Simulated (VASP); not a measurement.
Bi:

```
Bi
1.0
     2.24515    1.29624    3.83884
    -2.24515    1.29624    3.83884
     0.00000   -2.59248    3.83884
Bi
2
Direct
  0.23711 0.23711 0.23711
  0.76289 0.76289 0.76289
```

Program: VASP 6.6.1. Alike in all runs: task single point; level LDA; potentials or basis VASP PAW LDA potentials, release 64 (Bi_d); no spin polarisation; cell as given; k mesh 9 × 9 × 9; cutoff (eV) 520.

Problem. Order these runs on this cell by their pressure, lowest first.
A. smearing fermi-dirac 1 eV
B. smearing methfessel-paxton 0.3 eV
C. smearing fermi-dirac 0.6 eV

Solution. B (0.1 GPa), C (1.7 GPa), A (4.7 GPa).

Caveats: so wide a smearing shifts energies and pressures; the cell stands under pressure (at least some runs).
